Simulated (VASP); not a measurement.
# Ca in VASP: notebook, part 2 of 2

VASP 6.6.1. The steps go on from the part before.

## Step 3: Relaxation of cell and atoms, PBE

This run uses another cell than the first one, of 43.57 Å³/atom.

Input file INCAR:

```
PREC     = Accurate       # precision mode
ENCUT    = 600            # plane-wave cutoff, eV
EDIFF    = 1E-6           # SCF threshold, eV
ISMEAR   = 0              # smearing method
SIGMA    = 0.1            # smearing width, eV
LREAL    = F              # projectors in reciprocal space
LASPH    = T              # aspherical terms in the spheres
NELM     = 80             # most SCF steps
ALGO     = Fast           # electronic algorithm
ISIF     = 3              # what is computed and relaxed
LWAVE    = F              # write WAVECAR
LCHARG   = F              # write CHGCAR
GGA      = PE             # functional
IBRION   = 2              # ionic algorithm
NSW      = 100            # ionic steps
EDIFFG   = -0.005         # ionic threshold
```

Input file KPOINTS:

```
Automatic mesh
0
Gamma
  12 12 8
```

Input file POSCAR:

```
Ca
1.0
    1.9712759950     -3.3954901800      0.0000000000
    1.9712759950      3.3954901800      0.0000000000
    0.0000000000      0.0000000000      6.5091117400
Ca
2
Direct
    0.8355866000      0.1644134000      0.2500000000
    0.1644134000      0.8355866000      0.7500000000
```

Potentials or basis: VASP PAW PBE potentials, release 64 (Ca_sv).

On the command line:

```
$ cat potpaw_PBE.64/Ca_sv/POTCAR > POTCAR
$ mpirun -np 1 vasp_std > vasp.out
```

OUTCAR:

```text
PREC = Accurate
   ENCUT = 600
   EDIFF = 1E-6
   ISMEAR = 0
   LREAL = F
   LASPH = T
   NELM = 80
   ISIF = 3
   GGA = PE
   IBRION = 2
   NSW = 100
   EDIFFG = -0.005

 ion  position               nearest neighbor table
   1  0.836  0.164  0.250-
   2  0.164  0.836  0.750-

  LATTYP: Found a base centered orthorhombic cell.
 ALAT       =     3.9425519900
 B/A-ratio  =     1.7224834009
 C/A-ratio  =     1.6509894496

  Lattice vectors:

 A1 = (   1.9712759950,  -3.3954901800,   0.0000000000)
 A2 = (   1.9712759950,   3.3954901800,   0.0000000000)
 A3 = (   0.0000000000,   0.0000000000,   6.5091117400)

Analysis of symmetry for initial positions (statically):
=====================================================================
 Subroutine PRICEL returns:
 Original cell was already a primitive cell.

 Routine SETGRP: Setting up the symmetry group for a
 base centered orthorhombic supercell.

 Subroutine GETGRP returns: Found  8 space group operations
 (whereof  4 operations were pure point group operations)
 out of a pool of  8 trial point group operations.

The static configuration has the point symmetry C_2h.
 The point group associated with its full space group is D_2h.

Analysis of symmetry for dynamics (positions and initial velocities):
=====================================================================
 Subroutine PRICEL returns:
 Original cell was already a primitive cell.
[... 345 lines left out ...]
  ext. energy  EPLUGINS =         0.00000000
  ---------------------------------------------------
  free energy    TOTEN  =        -3.85792042 eV

  energy without entropy =       -3.84773108  energy(sigma->0) =       -3.85282575

 E-fermi :   2.0025     XC(G=0):  -7.7172

 val. band max:        1.9946160372   @ k =  -0.3333   0.3333   0.0000
 cond. band min:       2.0083179559   @ k =  -0.3333   0.0833   0.0000
 fundamental gap:      0.0137019187
 Fermi energy:         2.0025485298

 k-point     1 :       0.0000    0.0000    0.0000
  band No.  band energies     occupation
      1     -40.0801      2.00000
      2     -40.0672      2.00000
      3     -21.1271      2.00000
      4     -21.0198      2.00000
      5     -21.0179      2.00000
      6     -21.0009      2.00000
      7     -21.0005      2.00000
      8     -20.9938      2.00000
      9      -2.0798      2.00000
     10       0.9258      2.00000
     11       1.7474      1.99969
     12       4.2286      0.00000
     13       4.2402      0.00000
     14       4.2798      0.00000
[... 377 lines left out ...]
      1     -40.0693      2.00000
      2     -40.0629      2.00000
      3     -21.0945      2.00000
      4     -21.0859      2.00000
      5     -21.0815      2.00000
      6     -21.0493      2.00000
      7     -21.0292      2.00000
      8     -21.0155      2.00000
      9      -0.2440      2.00000
     10       2.0747      0.30730
     11       2.2547      0.00036
     12       2.5406      0.00000
     13       3.6329      0.00000
     14       3.7819      0.00000

 [... further k-points ...]

------------------------ aborting loop because EDIFF is reached ----------------------------------------

  FORCE on cell =-STRESS in cart. coord.  units (eV):
  Direction    XX          YY          ZZ          XY          YZ          ZX
  --------------------------------------------------------------------------------------
  -------------------------------------------------------------------------------------
  Total        0.0045066      0.0012182      0.0074861      0.0000000     -0.0000000      0.0000000
  in kB        0.0850649      0.0229935      0.1413041      0.0000000     -0.0000000      0.0000000
  external PRESSURE =       0.0831208 kB  Pullay stress =       0.0000000 kB
[... 17 lines left out ...]
  FREE ENERGIE OF THE ION-ELECTRON SYSTEM (eV)
  ---------------------------------------------------
  free  energy   TOTEN  =        -3.8579204189 eV

  energy  without entropy=       -3.8477310840  energy(sigma->0) =       -3.85282575

 reached required accuracy - stopping structural energy minimisation
```

CONTCAR:

```text
Ca
   1.00000000000000
     1.9499949998356811   -3.3900944476052715    0.0000000000000000
     1.9499949998356811    3.3900944476052715   -0.0000000000000000
     0.0000000000000000   -0.0000000000000000    6.4200149235726069
  Ca
     2
Direct
     0.8350857990156026    0.1649142009843973    0.2500000000000000
     0.1649142009843973    0.8350857990156026    0.7500000000000000

  0.00000000E+00  0.00000000E+00  0.00000000E+00
  0.00000000E+00  0.00000000E+00  0.00000000E+00
```

Run time: 21 min. Hardware: 1 thread of AMD EPYC 9R45 (Zen 5), shared host; peak memory 0.42 GiB.

What came out:

```
Free energy                           : -3.8579 eV
Relaxed volume                        : 42.44 Å³/atom
Relaxed cell                          : a = 3.911 Å, b = 3.911 Å, c = 6.420 Å, α = 90.00°, β = 90.00°, γ = 120.18°
Space group after relaxing (to 0.1 Å) : P6_3/mmc (No. 194)
Energy gained by relaxing             : 1.9 meV/atom
Ionic steps                           : 13
Pressure after relaxing               : 0.0 GPa
Largest force after relaxing          : 0.004 eV/Å
Band gap on the k mesh                : zero (bands 10 and 11 overlap by 0.51 eV)
```

Forces in eV/Å, atoms in the order of the input:
```
Ca   0.000  0.004  0.000
Ca   0.000 -0.004  0.000
```

The path:
```csv
step,energy change (eV),largest force (eV/Å),pressure (GPa),volume (Å³)
1,0.0000,0.0162,-0.45,87.14
2,-0.0032,0.0132,-0.15,85.60
3,-0.0036,0.0110,0.05,84.53
4,-0.0037,0.0113,0.03,84.69
5,-0.0037,0.0117,0.00,84.84
6,-0.0037,0.0115,0.03,84.76
7,-0.0037,0.0087,0.02,84.81
8,-0.0038,0.0064,0.02,84.86
9,-0.0038,0.0051,0.01,84.88
10,-0.0038,0.0059,0.00,84.88
11,-0.0038,0.0060,0.00,84.87
12,-0.0038,0.0064,0.00,84.87
13,-0.0038,0.0039,0.01,84.88
```

Final structure:
```
Ca
1.0
     1.94999   -3.39009    0.00000
     1.94999    3.39009    0.00000
     0.00000    0.00000    6.42001
Ca
2
Direct
  0.83509 0.16491 0.25000
  0.16491 0.83509 0.75000
```

## Step 4: Single point, PBE

This run uses another cell than the first one, of 19.47 Å³/atom.

Input file INCAR:

```
PREC = Accurate
ENCUT = 520
EDIFF = 1E-7
ISMEAR = 0
SIGMA = 0.1
LREAL = False
LASPH = True
NELM = 60
ALGO = Fast
ISIF = 2
LWAVE = False
LCHARG = False
GGA = PE
NBANDS = 17
```

Input file KPOINTS:

```
Automatic mesh
0
Gamma
  15 15 8
```

Input file POSCAR:

```
Ca
1.0
    1.4957990081     -2.5909765445      0.0000000000
    1.4957990081      2.5909765445      0.0000000000
    0.0000000000      0.0000000000      5.0246906804
Ca
2
Direct
    0.8333642793      0.1666357207      0.2500000000
    0.1666357207      0.8333642793      0.7500000000
```

On the command line:

```
$ cat potpaw_PBE.64/Ca_sv/POTCAR > POTCAR
$ mpirun -np 1 vasp_std > vasp.out
```

Wall time 8.5 min (1 thread of Oxide Virtual Turin-like, shared host); peak memory 0.26 GiB.

It converged, with:

```
Free energy            : -0.3357 eV
Pressure               : 40.1 GPa
Band gap on the k mesh : zero (bands 10 and 11 overlap by 1.16 eV)
```

Stress tensor (GPa, compression positive):
```
40.19  0.00  0.00
 0.00 40.19  0.00
 0.00  0.00 40.04
```

Levels at points of the mesh, in eV from the Fermi level:
```
           k point  band 8  band 9  band 10  band 11  band 12  band 13
(0.00, 0.00, 0.00)  -20.88   -4.55    -1.30     1.98     3.01     3.28
(0.00, 0.00, 0.50)  -20.96   -2.71    -2.71     1.84     1.84     3.29
```

Caveat: the cell stands under pressure.

## Step 5: Single point, PBE

This run uses another cell than the first one, of 24.90 Å³/atom.

Input file INCAR:

```
SYSTEM = Ca
  PREC = Accurate
  ENCUT = 520
  EDIFF = 1E-7
  ISMEAR = 0
  SIGMA = 0.1
  LREAL = .FALSE.
  LASPH = .TRUE.
  NELM = 80
  ALGO = Fast
  ISIF = 2
  LWAVE = .FALSE.
  LCHARG = .FALSE.
  GGA = PE
  NBANDS = 17
```

Input file KPOINTS:

```
Automatic mesh
0
G
  15 15 8
  0 0 0
```

Input file POSCAR:

```
Ca
1.0
    1.6238202897     -2.8127040604      0.0000000000
    1.6238202897      2.8127040604      0.0000000000
    0.0000000000      0.0000000000      5.4527370489
Ca
2
Direct
    0.8333612134      0.1666387866      0.2500000000
    0.1666387866      0.8333612134      0.7500000000
```

Potentials or basis: VASP PAW PBE potentials, release 64 (Ca_sv).

On the command line:

```
$ cat potpaw_PBE.64/Ca_sv/POTCAR > POTCAR
$ mpirun -np 1 vasp_std > vasp.out
```

OUTCAR:

```text
SYSTEM = Ca
   PREC = Accurate
   ENCUT = 520
   EDIFF = 1E-7
   ISMEAR = 0
   LREAL = .FALSE.
   LASPH = .TRUE.
   NELM = 80
   ISIF = 2
   GGA = PE

 ion  position               nearest neighbor table
   1  0.833  0.167  0.250-
   2  0.167  0.833  0.750-

  LATTYP: Found a base centered orthorhombic cell.
 ALAT       =     3.2476405794
 B/A-ratio  =     1.7321523067
 C/A-ratio  =     1.6789841473

  Lattice vectors:

 A1 = (   1.6238202897,  -2.8127040604,   0.0000000000)
 A2 = (   1.6238202897,   2.8127040604,   0.0000000000)
 A3 = (   0.0000000000,   0.0000000000,   5.4527370489)

Analysis of symmetry for initial positions (statically):
=====================================================================
 Subroutine PRICEL returns:
 Original cell was already a primitive cell.

 Routine SETGRP: Setting up the symmetry group for a
 base centered orthorhombic supercell.

 Subroutine GETGRP returns: Found  8 space group operations
 (whereof  4 operations were pure point group operations)
 out of a pool of  8 trial point group operations.

The static configuration has the point symmetry C_2h.
[... 163 lines left out ...]

 E-fermi :   4.4673     XC(G=0):  -9.5673

 val. band max:        4.4650783396   @ k =  -0.4667   0.4000   0.1250
 cond. band min:       4.4740688133   @ k =   0.2667   0.0667   0.0000
 fundamental gap:      0.0089904737
 Fermi energy:         4.4672542827

 k-point     1 :       0.0000    0.0000    0.0000
  band No.  band energies     occupation
      1     -36.4467      2.00000
      2     -36.3252      2.00000
      3     -17.8527      2.00000
      4     -17.1812      2.00000
      5     -17.1811      2.00000
      6     -17.0963      2.00000
[... 457 lines left out ...]
      4     -17.5652      2.00000
      5     -17.5265      2.00000
      6     -17.3047      2.00000
[... 9 lines left out ...]
     16       8.4864      0.00000
     17       9.2394      0.00000

 [... further k-points ...]

------------------------ aborting loop because EDIFF is reached ----------------------------------------

  FORCE on cell =-STRESS in cart. coord.  units (eV):
  Direction    XX          YY          ZZ          XY          YZ          ZX
  --------------------------------------------------------------------------------------
  -------------------------------------------------------------------------------------
  Total        6.2223070      6.2223868      6.2387546      0.0000000      0.0000000      0.0000000
  in kB      200.1499404    200.1525060    200.6790022      0.0000000      0.0000000      0.0000000
  external PRESSURE =     200.3271495 kB  Pullay stress =       0.0000000 kB

 VOLUME and BASIS-vectors are now :
 -----------------------------------------------------------------------------
  energy-cutoff  :      520.00
  volume of cell :       49.81
      direct lattice vectors                 reciprocal lattice vectors
     1.623820290 -2.812704060  0.000000000     0.307915847 -0.177764880  0.000000000
     1.623820290  2.812704060  0.000000000     0.307915847  0.177764880  0.000000000
     0.000000000  0.000000000  5.452737049     0.000000000  0.000000000  0.183394136

 POSITION                                       TOTAL-FORCE (eV/Angst)
 -----------------------------------------------------------------------------------
      1.62382     -1.87529      1.36318         0.000000     -0.000034      0.000000
      1.62382      1.87529      4.08955         0.000000      0.000034      0.000000
 -----------------------------------------------------------------------------------
    total drift:                                0.000000     -0.000000     -0.000000

  FREE ENERGIE OF THE ION-ELECTRON SYSTEM (eV)
  ---------------------------------------------------
  free  energy   TOTEN  =        -2.2971148006 eV

  energy  without entropy=       -2.2875372273  energy(sigma->0) =       -2.29232601
```

OSZICAR:

```text
N       E                     dE             d eps       ncg     rms          rms(c)
DAV:   1     0.182388477518E+03    0.18239E+03   -0.10497E+04 10880   0.115E+03
DAV:   2     0.732310208031E+01   -0.17507E+03   -0.17240E+03 12027   0.339E+02
DAV:   3    -0.218330829688E+01   -0.95064E+01   -0.94344E+01 20653   0.602E+01
[... 11 lines left out ...]
RMM:  15    -0.229711354514E+01   -0.15320E-05   -0.11067E-05 17450   0.133E-02    0.545E-03
RMM:  16    -0.229711404662E+01   -0.50148E-06   -0.20316E-06 14450   0.656E-03    0.384E-03
RMM:  17    -0.229711446785E+01   -0.42124E-06   -0.79652E-07 12462   0.409E-03    0.172E-03
RMM:  18    -0.229711476397E+01   -0.29612E-06   -0.20654E-07 10960   0.295E-03    0.827E-05
RMM:  19    -0.229711480058E+01   -0.36613E-07   -0.74787E-08  9529   0.173E-03
   1 F= -.22971148E+01 E0= -.22923260E+01  d E =-.957757E-02
```

stdout:

```text
POSCAR found type information on POSCAR Ca
 POSCAR found :  1 types and       2 ions
[... 36 lines left out ...]
 num prob  num prob  num prob WARNING in EDDRMM: call to ZHEGV failed, returncode =   6  3     10
 num prob  num prob  num prob  num prob  num prob  num prob  num prob  num prob  num prob  num prob  num prob  num prob  num prob  num prob  num prob  num prob  num prob  num prob  num prob  num prob  num prob WARNING in EDDRMM: call to ZHEGV failed, returncode =   6  3     12
 num prob  num prob  num prob  num prob WARNING in EDDRMM: call to ZHEGV failed, returncode =   6  3     10
 num prob  num prob  num prob  num prob  num prob  num prob  num prob  num prob  num prob  num prob  num prob  num prob  num prob  num prob  num prob  num prob  num prob  num prob  num prob  num prob WARNING in EDDRMM: call to ZHEGV failed, returncode =   8  4     15
 num prob  num prob  num prob  num prob  num prob RMM:  19    -0.229711480058E+01   -0.36613E-07   -0.74787E-08  9529   0.173E-03
```

It took 9.7 min on 1 thread of Oxide Virtual Turin-like, shared host; peak memory 0.31 GiB.

Results:

| Property | Result |
| --- | --- |
| Free energy | -2.2971 eV |
| Pressure | 20.0 GPa |
| Band gap on the k mesh | zero (bands 10 and 11 overlap by 0.50 eV) |

Caveat: the cell stands under pressure.

## Step 6: Overview

```tsv
task	cell	k mesh	cutoff (eV)	gap on the mesh (eV)	pressure (GPa)
single point	a = 3.906, b = 3.906, c = 6.420 Å, angles 90.0, 90.0, 120.0°, 2 atoms, atomic positions A	12 × 12 × 8	520	none	0.0
relaxation of cell and atoms	relaxed from a = 3.926, b = 3.926, c = 6.509 Å, angles 90.0, 90.0, 119.7°, 2 atoms, atomic positions B	12 × 12 × 8	600	none	0.0
single point	a = 2.992, b = 2.992, c = 5.025 Å, angles 90.0, 90.0, 120.0°, 2 atoms, atomic positions C	15 × 15 × 8	520	none	40.1
single point	a = 3.248, b = 3.248, c = 5.453 Å, angles 90.0, 90.0, 120.0°, 2 atoms, atomic positions C	15 × 15 × 8	520	none	20.0
```

Alike in all rows: level PBE; potentials or basis VASP PAW PBE potentials, release 64 (Ca_sv); no spin polarisation; smearing gaussian 0.1 eV.

Caveats: the cell stands under pressure (at least some runs).

Total energies depend on the potentials used, so only differences within one code and one set of settings carry meaning.
